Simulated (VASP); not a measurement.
AlAs (r.bs), 2 atoms in the cell. It takes space group F-43m (No. 216, cubic). The conventional cell has a = 5.680 Å, b = 5.680 Å, c = 5.680 Å, α = 90.00°, β = 90.00°, γ = 90.00°. Within 3.2 Å of Al (site symmetry -43m) lie 4 As at 2.46 Å. As (site symmetry -43m) has 4 Al at 2.46 Å within 3.2 Å. 

| Quantity | Value |
| --- | --- |
| Program | VASP 6.6.1 |
| Task | relaxation of cell and atoms |
| Functional | r2SCAN |
| Potentials or basis | VASP PAW PBE potentials, release 64 (Al, As) |
| Cutoff | 550 eV |
| k mesh | 8 × 8 × 8 |
| Occupations | gaussian, width 0.02 eV |
| Spin | no spin polarisation |
| Dipole correction | no |
| Further INCAR settings | ALGO = Normal; EDIFF = 1e-07; IBRION = 2; EDIFFG = -0.002; NSW = 100; ISIF = 3 |

Potentials or basis: VASP PAW PBE potentials, release 64 (Al, As).

Launch:

```sh
$ cat potpaw_PBE.64/Al/POTCAR potpaw_PBE.64/As/POTCAR > POTCAR
$ cp INCAR.step1 INCAR
$ mpirun -np 1 vasp_std > vasp.out
$ cp INCAR.step2 INCAR
$ mpirun -np 1 vasp_std > vasp.out
```

Hardware: 1 thread of Intel Xeon 6975P-C (shared host).

Problem. Estimate the wall time of this run.

Solution. Run time: 100 s on 1 thread of Intel Xeon 6975P-C, with other jobs on the host, peak memory 0.2 GiB. Counts: k points 29, ion steps 4.
